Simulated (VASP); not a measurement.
# SnSe2 (C2/m) in VASP: single point with r2SCAN

Aim: the single point of SnSe2 with r2SCAN.

All numbers are computed with VASP 6.6.1; they aren't measurements. Logs are shortened: lines on timing, memory, paths and dates and some standing lists are left out, and cuts for length are marked.

## 1. The cell of the first run

Symmetry: C2/m, No. 12, monoclinic system. Conventional cell: a = 6.624 Å, b = 3.882 Å, c = 6.709 Å, α = 90.00°, β = 109.22°, γ = 90.00°. Sn (site symmetry 2/m) has 6 Se at 2.71 to 2.73 Å within 3.6 Å. Se (site symmetry m) has 3 Sn at 2.71 to 2.73 Å within 3.6 Å.

## 2. Single point, r2SCAN (uniaxial x strain +1.5%)

File POSCAR:

```
SnSe2
1.0
    1.9407847544      1.1040620755      6.3350940520
   -1.9407847544      1.1040620755      6.3350940520
    0.0000000000     -2.2081241510      6.3350940520
Sn Se
1 2
Direct
    0.0000000000      0.0000000000      0.0000000000
    0.2511473386      0.2511473386      0.2506380707
    0.7488526614      0.7488526614      0.7493619293
```

File INCAR.step1:

```
  PREC = Accurate
  ENCUT = 520
  ISMEAR = 0
  SIGMA = 0.01
  LREAL = False
  LASPH = True
  NELM = 100
  NBANDS = 20
  GGA = PE
  ALGO = Normal
  EDIFF = 1E-4
  LWAVE = True
  LCHARG = False
```

File INCAR.step2:

```
  PREC = Accurate
  ENCUT = 520
  EDIFF = 1E-6
  ISMEAR = 0
  SIGMA = 0.01
  LREAL = False
  LASPH = True
  NELM = 100
  ALGO = Normal
  ISIF = 2
  LWAVE = False
  LCHARG = True
  METAGGA = R2SCAN
  LMIXTAU = True
  LELF = True
  LVHAR = True
  NBANDS = 20
  ISTART = 1
```

File KPOINTS:

```
Automatic mesh
0
Gamma
  8 8 8
```

Potentials or basis: VASP PAW PBE potentials, release 64 (Sn_d, Se).

Run with:

```
cat potpaw_PBE.64/Sn_d/POTCAR potpaw_PBE.64/Se/POTCAR > POTCAR
cp INCAR.step1 INCAR
mpirun -np 1 vasp_std > vasp.out
cp INCAR.step2 INCAR
mpirun -np 1 vasp_std > vasp.out
```

OUTCAR:

```text
PREC = Accurate
   ENCUT = 520
   EDIFF = 1E-6
   ISMEAR = 0
   LREAL = False
   LASPH = True
   NELM = 100
   ISIF = 2
   METAGGA = R2SCAN
   ISTART = 1

 ion  position               nearest neighbor table
   1  0.000  0.000  0.000-   3 2.71   2 2.71   3 2.73   3 2.73   2 2.73   2 2.73
   2  0.251  0.251  0.251-   1 2.71   1 2.73   1 2.73
   3  0.749  0.749  0.749-   1 2.71   1 2.73   1 2.73

  LATTYP: Found a base centered monoclinic cell.
 ALAT       =     6.6243724530
 B/A-ratio  =     0.5859527882
 C/A-ratio  =     1.0127588428
 COS(beta)  =    -0.3291339648

  Lattice vectors:

 A1 = (   1.9407847544,   3.3121862265,   0.0000000000)
 A2 = (  -1.9407847544,   3.3121862265,   0.0000000000)
 A3 = (   0.0000000000,  -2.2081241510,   6.3350940520)

Analysis of symmetry for initial positions (statically):
=====================================================================
 Subroutine PRICEL returns:
 Original cell was already a primitive cell.

 Routine SETGRP: Setting up the symmetry group for a
 base centered monoclinic supercell.

 Subroutine GETGRP returns: Found  4 space group operations
 (whereof  4 operations were pure point group operations)
 out of a pool of  4 trial point group operations.

The static configuration has the point symmetry C_2h.

Analysis of symmetry for dynamics (positions and initial velocities):
=====================================================================
 Subroutine PRICEL returns:
 Original cell was already a primitive cell.

 Routine SETGRP: Setting up the symmetry group for a
 base centered monoclinic supercell.

 Subroutine GETGRP returns: Found  4 space group operations
 (whereof  4 operations were pure point group operations)
 out of a pool of  4 trial point group operations.

The dynamic configuration has the point symmetry C_2h.

 Subroutine INISYM returns: Found  4 space group operations
 (whereof  4 operations are pure point group operations),
 and found     1 'primitive' translations

----------------------------------------------------------------------------------------

                                     Primitive cell

  volume of cell :      81.4470

  direct lattice vectors                    reciprocal lattice vectors
[... 78 lines left out ...]
   NGXF,Y,Z  is equivalent  to a cutoff of  24.75, 24.75, 24.78 a.u.
 SYSTEM =  unknown system
   PREC   = accura    normal or accurate (medium, high low for compatibility)
   ISTART =      1    job   : 0-new  1-cont  2-samecut
   ICHARG =      0    charge: 1-file 2-atom 10-const
   ISPIN  =      1    spin polarized calculation?
   LNONCOLLINEAR =      F non collinear calculations
   LSORBIT =      F    spin-orbit coupling
   LASPH  =      T    aspherical Exc in radial PAW
   ENCUT  =  520.0 eV  38.22 Ry    6.18 a.u.  12.49 12.49 12.47*2*pi/ulx,y,z
   NELM   =    100;   NELMIN=  2; NELMDL=  0     # of ELM steps
   EDIFF  = 0.1E-05   stopping-criterion for ELM
   LREAL  =      F    real-space projection
   EDIFFG = 0.1E-04   stopping-criterion for IOM
   NSW    =      0    number of steps for IOM
   IBRION =     -1    ionic relax: 0-MD 1-quasi-New 2-CG
   NFREE  =      0    steps in history (QN), initial steepest desc. (CG)
   ISIF   =      2    stress and relaxation
   ISYM   =      2    0-nonsym 1-usesym 2-fastsym
   POTIM  = 0.5000    time-step for ionic-motion
   TEBEG  =    0.0;   TEEND  =   0.0 temperature during run
   PSTRESS=    0.0 pullay stress
   NELECT =      26.0000    total number of electrons
   NUPDOWN=      -1.0000    fix difference up-down
   EMIN   =  10.00;   EMAX   =-10.00  energy-range for DOS
   EFERMI =   0.00;   METHOD = LEGACY
   ISMEAR =     0;   SIGMA  =   0.01  broadening in eV -4-tet -1-fermi 0-gaus
   EFERMI_NEDOS =   21; number of points for ismear=-14 and -15
   IALGO  =     38    algorithm
   IMIX   =      4    mixing-type and parameters
     AMIX     =   0.40;   BMIX     =  1.00
     AMIX_MAG =   1.60;   BMIX_MAG =  1.00
  volume/ion in A,a.u.               =      27.15       183.21
  Fermi-wavevector in a.u.,A,eV,Ry     =   1.118856  2.114331 17.032302  1.251839
  Thomas-Fermi vector in A             =   2.255491
   LORBIT       =      0    0 simple, 1 ext, 2 COOP (PROOUT), +10 PAW based schemes
   METAGGA = R2SCAN    functional components
   LHFCALC =     F    Hartree Fock is set to
   AEXX    =    0.0000 exact exchange contribution
   IVDW    =     0    specifies the selected vdW correction
   LEPSILON=     F    determine dielectric tensor
   LRPA    =     F    only Hartree local field effects (RPA)
 non-spin polarized calculation
 Gauss-broadening in eV      SIGMA  =   0.01
  energy-cutoff  :      520.00
  volume of cell :       81.45
 maximum number of plane-waves:      2219
 NGX is ok and might be reduce to    50
   NGX = 25   NGY = 25   NGZ = 25

 number of electron      26.0000004 magnetization

 Free energy of the ion-electron system (eV)
  ---------------------------------------------------
  ext. energy  EPLUGINS =         0.00000000
  ---------------------------------------------------
  free energy    TOTEN  =       -54.61699170 eV

  energy without entropy =      -54.61699170  energy(sigma->0) =      -54.61699170

 E-fermi :   3.4653     XC(G=0):  -9.7319

 val. band max:        3.3697852652   @ k =  -0.1250   0.1250   0.0000
 cond. band min:       3.8779008011   @ k =   0.5000   0.5000   0.0000
 fundamental gap:      0.5081155359
 Fermi energy:         3.4653234862

 k-point     1 :       0.0000    0.0000    0.0000
  band No.  band energies     occupation
      1     -18.5618      2.00000
      2     -18.5565      2.00000
      3     -18.5073      2.00000
      4     -18.5009      2.00000
      5     -18.4967      2.00000
      6     -10.8464      2.00000
[... 541 lines left out ...]
     19      12.2299      0.00000
     20      13.0618      0.00000

 [... further k-points ...]
[... 5 lines left out ...]
  --------------------------------------------------------------------------------------
  -------------------------------------------------------------------------------------
  Total       -0.3163137      0.2720375      0.3676037      0.0000000      0.0157827      0.0000000
  in kB       -6.2223354      5.3513605      7.2312825      0.0000000      0.3104679      0.0000000
  external PRESSURE =       2.1201025 kB  Pullay stress =       0.0000000 kB

 VOLUME and BASIS-vectors are now :
 -----------------------------------------------------------------------------
  energy-cutoff  :      520.00
  volume of cell :       81.45
      direct lattice vectors                 reciprocal lattice vectors
     1.940784754  1.104062075  6.335094052     0.257627745  0.150957696  0.052616951
    -1.940784754  1.104062075  6.335094052    -0.257627745  0.150957696  0.052616951
     0.000000000 -2.208124151  6.335094052     0.000000000 -0.301915391  0.052616951

 POSITION                                       TOTAL-FORCE (eV/Angst)
 -----------------------------------------------------------------------------------
      0.00000      0.00000      0.00000         0.000000      0.000000     -0.000000
      0.00000      0.00112      4.76990        -0.000000      0.002142      0.018900
      0.00000     -0.00112     14.23538        -0.000000     -0.002142     -0.018900
 -----------------------------------------------------------------------------------
    total drift:                               -0.000000     -0.000000      0.000000

  FREE ENERGIE OF THE ION-ELECTRON SYSTEM (eV)
  ---------------------------------------------------
  free  energy   TOTEN  =       -54.6169916987 eV

  energy  without entropy=      -54.6169916987  energy(sigma->0) =      -54.61699170
```

OUTCAR.step1:

```text
PREC = Accurate
   ENCUT = 520
   ISMEAR = 0
   LREAL = False
   LASPH = True
[... 780 lines left out ...]
      0.00000      0.00000      0.00000        -0.000000      0.000000      0.000000
      0.00000      0.00112      4.76990         0.000000      0.007647     -0.247376
      0.00000     -0.00112     14.23538         0.000000     -0.007647      0.247376
 -----------------------------------------------------------------------------------
    total drift:                               -0.000000      0.000000      0.000000

  FREE ENERGIE OF THE ION-ELECTRON SYSTEM (eV)
  ---------------------------------------------------
  free  energy   TOTEN  =       -11.8207690012 eV

  energy  without entropy=      -11.8207690012  energy(sigma->0) =      -11.82076900
```

Wall time 22 min (1 thread of Intel Xeon Platinum 8488C (Sapphire Rapids), shared host); peak memory 0.52 GiB.

Results:

```yaml
Free_energy: -54.6170 eV
Pressure: 0.2 GPa
Largest_force: 0.019 eV/Å
Band_gap_on_the_k_mesh: 0.51 eV (least direct gap 0.79 eV)
```

Forces on the atoms (eV/Å):
```
Sn   0.000  0.000  0.000
Se   0.000  0.002  0.019
Se   0.000 -0.002 -0.019
```

Caveat: the cell differs from its parent crystal (uniaxial x strain +1.5%); the PAW data sets were made with another functional, which shifts forces and pressure a little; spin-orbit coupling is left out, which moves the levels of the heavy elements. A k mesh can miss the band edges.
